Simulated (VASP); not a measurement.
# Sr3Bi (Fm-3m) in VASP: further runs, part 2 of 2

VASP 6.6.1. Earlier steps stand in the parts before.

## Step 4: Single point, PBE

This run uses another cell than the first one, of 41.39 Å³/atom, 0.975 times its volume.

INCAR

```
SYSTEM = Sr3Bi
  ALGO = Normal
  EDIFF = 1E-6
  ENCUT = 520
  GGA = PE
  ISIF = 2
  ISMEAR = 0
  LASPH = .TRUE.
  LCHARG = .FALSE.
  LREAL = .FALSE.
  LWAVE = .FALSE.
  NBANDS = 30
  NELM = 100
  PREC = Accurate
  SIGMA = 0.1
```

KPOINTS

```
k-points
0
G
  4 4 4
  0 0 0
```

POSCAR

```
Sr3Bi
1.0
    0.0000000000      4.3581090343      4.3581090343
    4.3581090343      0.0000000000      4.3581090343
    4.3581090343      4.3581090343      0.0000000000
Sr Bi
3 1
Direct
    0.5000000000      0.5000000000      0.5000000000
    0.2500000000      0.2500000000      0.2500000000
    0.7500000000      0.7500000000      0.7500000000
    0.0000000000      0.0000000000      0.0000000000
```

Command:

```
$ cat potpaw_PBE.64/Sr_sv/POTCAR potpaw_PBE.64/Bi_d/POTCAR > POTCAR
$ mpirun -np 1 vasp_std > vasp.out
```

Wall time 24 s (1 thread of Intel Xeon 6975P-C (Granite Rapids), shared host); peak memory 0.32 GiB.

The run converged. Its results:

```
Free energy : -9.8568 eV
Pressure    : 0.4 GPa
```

Levels at points of the mesh, in eV from the Fermi level:
| k point | band 19 | band 20 | band 21 | band 22 | band 23 | band 24 | band 25 | band 26 |
| --- | --- | --- | --- | --- | --- | --- | --- | --- |
| (0.00, 0.00, 0.00) | -2.46 | -2.03 | -2.03 | -2.03 | -0.24 | -0.24 | 0.77 | 0.77 |
| (0.50, 0.00, 0.00) | -3.46 | -2.13 | -2.13 | -0.46 | 0.28 | 0.67 | 0.67 | 0.77 |
| (0.50, 0.50, 0.00) | -3.24 | -1.94 | -1.94 | -1.32 | -0.95 | 1.02 | 1.07 | 1.19 |

Caveat: spin-orbit coupling is left out, which moves the levels of the heavy elements.

## Step 5: Relaxation of cell and atoms, PBE

This run uses another cell than the first one, of 51.96 Å³/atom, 1.225 times its volume.

INCAR

```
  PREC = Accurate
  ENCUT = 600
  EDIFF = 1E-6
  ISMEAR = 0
  SIGMA = 0.1
  LREAL = F
  LASPH = T
  NELM = 100
  ALGO = Normal
  ISIF = 3
  LWAVE = F
  LCHARG = F
  GGA = PE
  IBRION = 2
  NSW = 90
  EDIFFG = -0.04
```

KPOINTS

```
regular mesh
0
Gamma
  4 4 4
```

POSCAR

```
Sr3Bi
1.0
    0.0000000000      4.7016022400      4.7016022400
    4.7016022400      0.0000000000      4.7016022400
    4.7016022400      4.7016022400      0.0000000000
Sr Bi
3 1
Direct
    0.5000000000      0.5000000000      0.5000000000
    0.2500000000      0.2500000000      0.2500000000
    0.7500000000      0.7500000000      0.7500000000
    0.0000000000      0.0000000000      0.0000000000
```

Command:

```
$ cat potpaw_PBE.64/Sr_sv/POTCAR potpaw_PBE.64/Bi_d/POTCAR > POTCAR
$ mpirun -np 1 vasp_std > vasp.out
```

It took 1.8 min on 1 thread of Intel Xeon 6975P-C (Granite Rapids), shared host; peak memory 0.44 GiB.

The run converged. Its results:

- Free energy: -9.8619 eV
- Relaxed volume: 42.00 Å³/atom
- Relaxed cell: a = 6.194 Å, b = 6.194 Å, c = 6.194 Å, α = 60.00°, β = 60.00°, γ = 60.00°
- Space group after relaxing (to 0.05 Å): Fm-3m (No. 225)
- Energy gained by relaxing: 83.4 meV/atom
- Ionic steps: 3
- Pressure after relaxing: 0.1 GPa

The path:
| step | energy change (eV) | largest force (eV/Å) | pressure (GPa) | volume (Å³) |
| --- | --- | --- | --- | --- |
| 1 | 0.0000 | 0.0000 | -2.33 | 207.86 |
| 2 | -0.2539 | 0.0000 | -1.35 | 185.97 |
| 3 | -0.3335 | 0.0000 | 0.11 | 168.00 |

Final structure:
```
Sr Bi
1.0
     0.00000    4.37950    4.37950
     4.37950    0.00000    4.37950
     4.37950    4.37950    0.00000
Sr Bi
3 1
Direct
  0.50000 0.50000 0.50000
  0.25000 0.25000 0.25000
  0.75000 0.75000 0.75000
  0.00000 0.00000 0.00000
```

Levels at points of the mesh, in eV from the Fermi level:
| k point | band 20 | band 21 | band 22 | band 23 | band 24 | band 25 |
| --- | --- | --- | --- | --- | --- | --- |
| (0.00, 0.00, 0.00) | -2.00 | -2.00 | -2.00 | -0.21 | -0.21 | 0.76 |
| (0.50, 0.00, 0.00) | -2.10 | -2.10 | -0.50 | 0.28 | 0.66 | 0.66 |
| (0.50, 0.50, 0.00) | -1.92 | -1.92 | -1.33 | -0.93 | 1.03 | 1.05 |

Caveat: the volume moved by over 15 % at a fixed basis, so the end points are rough; spin-orbit coupling is left out, which moves the levels of the heavy elements.

## Step 6: Single point, PBE

This run uses another cell than the first one, of 51.96 Å³/atom, 1.225 times its volume.

INCAR

```
SYSTEM = Sr3Bi
ALGO = Normal
EDIFF = 1E-7
ENCUT = 520
GGA = PE
ISIF = 2
ISMEAR = 0
LASPH = .TRUE.
LCHARG = .FALSE.
LREAL = .FALSE.
LWAVE = .FALSE.
NBANDS = 30
NELM = 100
PREC = Accurate
SIGMA = 0.1
```

KPOINTS

```
k-points
0
G
  4 4 4
  0 0 0
```

POSCAR is that of step 5.

Potentials or basis: VASP PAW PBE potentials, release 64 (Sr_sv, Bi_d).

Command:

```
$ cat potpaw_PBE.64/Sr_sv/POTCAR potpaw_PBE.64/Bi_d/POTCAR > POTCAR
$ mpirun -np 1 vasp_std > vasp.out
```

Run time: 67 s. Hardware: 1 thread of Intel Xeon 6975P-C, shared host; peak memory 0.36 GiB.

The run converged. Its results:

```yaml
Free_energy: -9.5284 eV
Pressure: -2.3 GPa
```

Levels at points of the mesh, in eV from the Fermi level:
| k point | band 18 | band 19 | band 20 | band 21 | band 22 | band 23 | band 24 | band 25 | band 26 | band 27 |
| --- | --- | --- | --- | --- | --- | --- | --- | --- | --- | --- |
| (0.00, 0.00, 0.00) | -10.16 | -2.53 | -1.52 | -1.52 | -1.52 | 0.19 | 0.19 | 0.72 | 0.72 | 0.72 |
| (0.50, 0.00, 0.00) | -10.12 | -2.96 | -1.61 | -1.61 | -0.76 | 0.27 | 0.63 | 0.63 | 0.88 | 0.88 |
| (0.50, 0.50, 0.00) | -10.11 | -2.72 | -1.58 | -1.58 | -1.28 | -0.71 | 0.90 | 1.23 | 1.26 | 1.26 |

Caveat: spin-orbit coupling is left out, which moves the levels of the heavy elements.

## Step 7: Summary

| task | cell | k mesh | cutoff (eV) | gap on the mesh (eV) | pressure (GPa) | relaxed volume (Å³/atom) |
| --- | --- | --- | --- | --- | --- | --- |
| single point | a = 6.215 Å, angles 60.0°, 4 atoms | 10 × 10 × 10 | 520 | none | 0.0 | - |
| relaxation of cell and atoms | relaxed from a = 6.163 Å, angles 60.0°, 4 atoms | 10 × 10 × 10 | 600 | none | 0.0 | 42.54 |
| single point | a = 6.163 Å, angles 60.0°, 4 atoms | 4 × 4 × 4 | 520 | none | 0.4 | - |
| relaxation of cell and atoms | relaxed from a = 6.649 Å, angles 60.0°, 4 atoms | 4 × 4 × 4 | 600 | none | 0.1 | 42.00 |
| single point | a = 6.649 Å, angles 60.0°, 4 atoms | 4 × 4 × 4 | 520 | none | -2.3 | - |

Alike in all rows: level PBE; potentials or basis VASP PAW PBE potentials, release 64 (Sr_sv, Bi_d); no spin polarisation; smearing gaussian 0.1 eV.

Caveats: spin-orbit coupling is left out, which moves the levels of the heavy elements; the volume moved by over 15 % at a fixed basis, so the end points are rough (some runs).

Absolute energies hang on the potentials; compare differences alone.
